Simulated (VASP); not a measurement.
# Sb (I4/mmm) in VASP: notebook, part 2 of 2

VASP 6.6.1. The steps go on from the part before.

## 4. Electric field gradients, PBEsol (volume scaled by 0.96)

INCAR

```
SYSTEM = Sb
PREC = Accurate
ENCUT = 520
EDIFF = 1E-8
ISMEAR = -1
SIGMA = 0.05
LREAL = .FALSE.
LASPH = .TRUE.
NELM = 60
ALGO = Normal
ISIF = 2
LWAVE = .FALSE.
LCHARG = .FALSE.
GGA = PS
LEFG = .TRUE.
NBANDS = 8
```

KPOINTS

```
regular mesh
0
G
  19 19 19
  0 0 0
```

POSCAR

```
Sb
1.0
   -1.4846596688      1.4846596688      2.4464823777
    1.4846596688     -1.4846596688      2.4464823777
    1.4846596688      1.4846596688     -2.4464823777
Sb
1
Direct
    0.0000000000      0.0000000000      0.0000000000
```

Potentials or basis: VASP PAW PBE potentials, release 64 (Sb).

Started as:

```sh
$ cat potpaw_PBE.64/Sb/POTCAR > POTCAR
$ mpirun -np 1 vasp_std > vasp.out
```

OUTCAR:

```text
SYSTEM = Sb
   PREC = Accurate
   ENCUT = 520
   EDIFF = 1E-8
   ISMEAR = -1
   LREAL = .FALSE.
   LASPH = .TRUE.
   NELM = 60
   ISIF = 2
   GGA = PS

 ion  position               nearest neighbor table
   1  0.000  0.000  0.000-

  LATTYP: Found a body centered tetragonal cell.
 ALAT       =     2.9693193376
 C/A-ratio  =     1.6478405315

  Lattice vectors:

 A1 = (  -1.4846596688,   1.4846596688,   2.4464823777)
 A2 = (   1.4846596688,  -1.4846596688,   2.4464823777)
 A3 = (   1.4846596688,   1.4846596688,  -2.4464823777)

Analysis of symmetry for initial positions (statically):
=====================================================================
 Subroutine PRICEL returns:
 Original cell was already a primitive cell.

 Routine SETGRP: Setting up the symmetry group for a
 body centered tetragonal supercell.

 Subroutine GETGRP returns: Found 16 space group operations
 (whereof 16 operations were pure point group operations)
[... 443 lines left out ...]

 VOLUME and BASIS-vectors are now :
 -----------------------------------------------------------------------------
  energy-cutoff  :      520.00
  volume of cell :       21.57
      direct lattice vectors                 reciprocal lattice vectors
    -1.484659669  1.484659669  2.446482378     0.000000000  0.336777519  0.204375067
     1.484659669 -1.484659669  2.446482378     0.336777519  0.000000000  0.204375067
     1.484659669  1.484659669 -2.446482378     0.336777519  0.336777519  0.000000000

 POSITION                                       TOTAL-FORCE (eV/Angst)
 -----------------------------------------------------------------------------------
      0.00000      0.00000      0.00000        -0.000000     -0.000000      0.000000
 -----------------------------------------------------------------------------------
    total drift:                                0.000000     -0.000000      0.000000

  FREE ENERGIE OF THE ION-ELECTRON SYSTEM (eV)
  ---------------------------------------------------
  free  energy   TOTEN  =        -4.0522112770 eV

  energy  without entropy=       -4.0480647955  energy(sigma->0) =       -4.05013804

 Electric field gradients (V/A^2)
---------------------------------------------------------------------
 ion       V_xx      V_yy      V_zz      V_xy      V_xz      V_yz
---------------------------------------------------------------------
   1     -18.768   -18.768    37.537    -0.000    -0.000    -0.000
---------------------------------------------------------------------

 Electric field gradients after diagonalization (V/A^2)
 (convention: |V_zz| > |V_xx| > |V_yy|)
----------------------------------------------------------------------
 ion       V_xx      V_yy      V_zz     asymmetry (V_yy - V_xx)/ V_zz
----------------------------------------------------------------------
   1     -18.769   -18.768    37.537       0.000
----------------------------------------------------------------------

           NMR quadrupolar parameters

 Cq : quadrupolar parameter    Cq=e*Q*V_zz/h
 eta: asymmetry parameters     (V_yy - V_xx)/ V_zz
 Q  : nuclear electric quadrupole moment in mb (millibarn)
----------------------------------------------------------------------
 ion       Cq(MHz)       eta       Q (mb)
----------------------------------------------------------------------
   1       0.091       0.000       1.000
----------------------------------------------------------------------
```

Run time: 36 s. Hardware: 1 thread of Intel Xeon Platinum 8488C (Sapphire Rapids), shared host; peak memory 0.21 GiB.

What came out:

```yaml
Free_energy: -4.0522 eV
Pressure: 21.2 GPa
```

Electric field gradients, principal values (V/Å²):
| atom | least | middle | greatest (by size) |
| --- | --- | --- | --- |
| 1 Sb | -18.768 | -18.769 | 37.537 |

Caveat: without QUAD_EFG the Cq values of the log hold for a quadrupole moment of 1 mb, not for the nuclei; the PAW data sets were made with another functional, which shifts forces and pressure a little; spin-orbit coupling is left out, which moves the levels of the heavy elements.

## 5. Electric field gradients, PBEsol (volume scaled by 0.975)

INCAR

```
PREC     = Accurate       # precision mode
ENCUT    = 520            # plane-wave cutoff, eV
EDIFF    = 1E-8           # SCF threshold, eV
ISMEAR   = -1             # smearing method
SIGMA    = 0.05           # smearing width, eV
LREAL    = False          # projectors in reciprocal space
LASPH    = True           # aspherical terms in the spheres
NELM     = 60             # most SCF steps
ALGO     = Normal         # electronic algorithm
ISIF     = 2              # what is computed and relaxed
LWAVE    = False          # write WAVECAR
LCHARG   = False          # write CHGCAR
GGA      = PS             # functional
LEFG     = True         
NBANDS   = 8              # bands
```

KPOINTS

```
Automatic mesh
0
Gamma
  19 19 19
```

POSCAR

```
Sb
1.0
   -1.4923523432      1.4923523432      2.4591586785
    1.4923523432     -1.4923523432      2.4591586785
    1.4923523432      1.4923523432     -2.4591586785
Sb
1
Direct
    0.0000000000      0.0000000000      0.0000000000
```

Potentials or basis: VASP PAW PBE potentials, release 64 (Sb).

Started as:

```sh
$ cat potpaw_PBE.64/Sb/POTCAR > POTCAR
$ mpirun -np 1 vasp_std > vasp.out
```

OUTCAR:

```text
PREC = Accurate
   ENCUT = 520
   EDIFF = 1E-8
   ISMEAR = -1
   LREAL = False
   LASPH = True
   NELM = 60
   ISIF = 2
   GGA = PS

 ion  position               nearest neighbor table
   1  0.000  0.000  0.000-

  LATTYP: Found a body centered tetragonal cell.
 ALAT       =     2.9847046864
 C/A-ratio  =     1.6478405316

  Lattice vectors:

 A1 = (  -1.4923523432,   1.4923523432,   2.4591586785)
 A2 = (   1.4923523432,  -1.4923523432,   2.4591586785)
 A3 = (   1.4923523432,   1.4923523432,  -2.4591586785)

Analysis of symmetry for initial positions (statically):
=====================================================================
 Subroutine PRICEL returns:
 Original cell was already a primitive cell.

 Routine SETGRP: Setting up the symmetry group for a
 body centered tetragonal supercell.

 Subroutine GETGRP returns: Found 16 space group operations
 (whereof 16 operations were pure point group operations)
 out of a pool of 16 trial point group operations.

The static configuration has the point symmetry D_4h.

Analysis of symmetry for dynamics (positions and initial velocities):
=====================================================================
 Subroutine PRICEL returns:
 Original cell was already a primitive cell.

 Routine SETGRP: Setting up the symmetry group for a
 body centered tetragonal supercell.

 Subroutine GETGRP returns: Found 16 space group operations
 (whereof 16 operations were pure point group operations)
 out of a pool of 16 trial point group operations.

The dynamic configuration has the point symmetry D_4h.

 Subroutine INISYM returns: Found 16 space group operations
 (whereof 16 operations are pure point group operations),
 and found     1 'primitive' translations

----------------------------------------------------------------------------------------

                                     Primitive cell

  volume of cell :      21.9073

  direct lattice vectors                    reciprocal lattice vectors
    -1.492352343  1.492352343  2.459158679     0.000000000  0.335041522  0.203321569
     1.492352343 -1.492352343  2.459158679     0.335041522  0.000000000  0.203321569
     1.492352343  1.492352343 -2.459158679     0.335041522  0.335041522  0.000000000

  length of vectors
     3.240631488  3.240631488  3.240631488     0.391908767  0.391908767  0.473820264

  position of ions in fractional coordinates (direct lattice)
     0.000000000  0.000000000  0.000000000

  ion indices of the primitive-cell ions
   primitive index   ion index
                 1           1

----------------------------------------------------------------------------------------

 KPOINTS: Automatic mesh

Automatic generation of k-mesh.
 Grid dimensions read from file:
 generate k-points for:   19   19   19
[... 62 lines left out ...]
   ENCUT  =  520.0 eV  38.22 Ry    6.18 a.u.   6.03  6.03  6.03*2*pi/ulx,y,z
   NELM   =     60;   NELMIN=  2; NELMDL= -5     # of ELM steps
   EDIFF  = 0.1E-07   stopping-criterion for ELM
   LREAL  =      F    real-space projection
   EDIFFG = 0.1E-06   stopping-criterion for IOM
   NSW    =      0    number of steps for IOM
   IBRION =     -1    ionic relax: 0-MD 1-quasi-New 2-CG
   NFREE  =      0    steps in history (QN), initial steepest desc. (CG)
   ISIF   =      2    stress and relaxation
   ISYM   =      2    0-nonsym 1-usesym 2-fastsym
   POTIM  = 0.5000    time-step for ionic-motion
   TEBEG  =    0.0;   TEEND  =   0.0 temperature during run
   PSTRESS=    0.0 pullay stress
   NELECT =       5.0000    total number of electrons
   NUPDOWN=      -1.0000    fix difference up-down
   EMIN   =  10.00;   EMAX   =-10.00  energy-range for DOS
   EFERMI =   0.00;   METHOD = LEGACY
   ISMEAR =    -1;   SIGMA  =   0.05  broadening in eV -4-tet -1-fermi 0-gaus
   EFERMI_NEDOS =   21; number of points for ismear=-14 and -15
   IALGO  =     38    algorithm
   IMIX   =      4    mixing-type and parameters
     AMIX     =   0.40;   BMIX     =  1.00
     AMIX_MAG =   1.60;   BMIX_MAG =  1.00
  volume/ion in A,a.u.               =      21.91       147.84
  Fermi-wavevector in a.u.,A,eV,Ry     =   1.000465  1.890604 13.618472  1.000929
  Thomas-Fermi vector in A             =   2.132823
   LORBIT       =      0    0 simple, 1 ext, 2 COOP (PROOUT), +10 PAW based schemes
   GGA     = PS    functional components
   LHFCALC =     F    Hartree Fock is set to
   AEXX    =    0.0000 exact exchange contribution
   IVDW    =     0    specifies the selected vdW correction
   LEPSILON=     F    determine dielectric tensor
   LRPA    =     F    only Hartree local field effects (RPA)
 non-spin polarized calculation
  energy-cutoff  :      520.00
  volume of cell :       21.91
 maximum number of plane-waves:       618
   NGX = 11   NGY = 11   NGZ = 11

 number of electron       5.0000000 magnetization

 Free energy of the ion-electron system (eV)
  ---------------------------------------------------
  ext. energy  EPLUGINS =         0.00000000
  ---------------------------------------------------
  free energy    TOTEN  =        -4.09436311 eV

  energy without entropy =       -4.09016599  energy(sigma->0) =       -4.09226455

 E-fermi :  11.3835     XC(G=0): -11.2440

 val. band max:       11.3775082955   @ k =  -0.3684  -0.3684   0.2105
 cond. band min:      11.3894964565   @ k =  -0.4211   0.4211   0.0526
 fundamental gap:      0.0119881611
 Fermi energy:        11.3835028488

 k-point     1 :       0.0000    0.0000    0.0000
  band No.  band energies     occupation
      1      -3.4369      2.00000
      2      18.0741      0.00000
      3      18.3110      0.00000
      4      18.3110      0.00000
      5      21.6076      0.00000
      6      21.7839      0.00000
      7      22.6153      0.00000
      8      22.6153      0.00000
[... 243 lines left out ...]
 k-point    24 :      -0.2632    0.0526    0.0000
  band No.  band energies     occupation
      1      -1.8812      2.00000
      2      10.7072      2.00000
      3      15.3211      0.00000
      4      17.6151      0.00000
      5      19.8047      0.00000
      6      21.7752      0.00000
      7      23.3768      0.00000
      8      24.0359      0.00000

 [... further k-points ...]
[... 5 lines left out ...]
  --------------------------------------------------------------------------------------
  -------------------------------------------------------------------------------------
  Total        2.7040589      2.7040589      2.3347463      0.0000000      0.0000000      0.0000000
  in kB      197.7595380    197.7595380    170.7501116      0.0000000      0.0000000      0.0000000
  external PRESSURE =     188.7563959 kB  Pullay stress =       0.0000000 kB

 VOLUME and BASIS-vectors are now :
 -----------------------------------------------------------------------------
  energy-cutoff  :      520.00
  volume of cell :       21.91
      direct lattice vectors                 reciprocal lattice vectors
    -1.492352343  1.492352343  2.459158679     0.000000000  0.335041522  0.203321569
     1.492352343 -1.492352343  2.459158679     0.335041522  0.000000000  0.203321569
     1.492352343  1.492352343 -2.459158679     0.335041522  0.335041522  0.000000000

 POSITION                                       TOTAL-FORCE (eV/Angst)
 -----------------------------------------------------------------------------------
      0.00000      0.00000      0.00000        -0.000000      0.000000      0.000000
 -----------------------------------------------------------------------------------
    total drift:                                0.000000      0.000000      0.000000

  FREE ENERGIE OF THE ION-ELECTRON SYSTEM (eV)
  ---------------------------------------------------
  free  energy   TOTEN  =        -4.0943631075 eV

  energy  without entropy=       -4.0901659862  energy(sigma->0) =       -4.09226455

 Electric field gradients (V/A^2)
---------------------------------------------------------------------
 ion       V_xx      V_yy      V_zz      V_xy      V_xz      V_yz
---------------------------------------------------------------------
   1     -19.041   -19.041    38.081    -0.000    -0.000    -0.000
---------------------------------------------------------------------

 Electric field gradients after diagonalization (V/A^2)
 (convention: |V_zz| > |V_xx| > |V_yy|)
----------------------------------------------------------------------
 ion       V_xx      V_yy      V_zz     asymmetry (V_yy - V_xx)/ V_zz
----------------------------------------------------------------------
   1     -19.041   -19.040    38.081       0.000
----------------------------------------------------------------------

           NMR quadrupolar parameters

 Cq : quadrupolar parameter    Cq=e*Q*V_zz/h
 eta: asymmetry parameters     (V_yy - V_xx)/ V_zz
 Q  : nuclear electric quadrupole moment in mb (millibarn)
----------------------------------------------------------------------
 ion       Cq(MHz)       eta       Q (mb)
----------------------------------------------------------------------
   1       0.092       0.000       1.000
----------------------------------------------------------------------
```

Wall time 40 s (1 thread of Intel Xeon Platinum 8488C (Sapphire Rapids), shared host); peak memory 0.21 GiB.

Results:

```
Free energy : -4.0944 eV
Pressure    : 18.9 GPa
```

Stress tensor (GPa, compression positive):
```
19.78  0.00  0.00
 0.00 19.78  0.00
 0.00  0.00 17.08
```

Electric field gradients, principal values (V/Å²):
```
atom    least   middle  greatest (by size)
1 Sb  -19.040  -19.041              38.081
```

Caveat: without QUAD_EFG the Cq values of the log hold for a quadrupole moment of 1 mb, not for the nuclei; the PAW data sets were made with another functional, which shifts forces and pressure a little; spin-orbit coupling is left out, which moves the levels of the heavy elements.

## 6. Overview

| cell | gap on the mesh (eV) | pressure (GPa) |
| --- | --- | --- |
| a = 3.213 Å, angles 125.2, 125.2, 81.3°, 1 atom | none | 22.9 |
| a = 3.224 Å, angles 125.2, 125.2, 81.3°, 1 atom | none | 21.2 |
| a = 3.241 Å, angles 125.2, 125.2, 81.3°, 1 atom | none | 18.9 |

Alike in all rows: task electric field gradients; level PBEsol; potentials or basis VASP PAW PBE potentials, release 64 (Sb); no spin polarisation; k mesh 19 × 19 × 19; cutoff (eV) 520; smearing fermi-dirac 0.05 eV.

Caveats: the PAW data sets were made with another functional, which shifts forces and pressure a little; spin-orbit coupling is left out, which moves the levels of the heavy elements.

Total energies depend on the potentials used, so only differences within one code and one set of settings carry meaning.
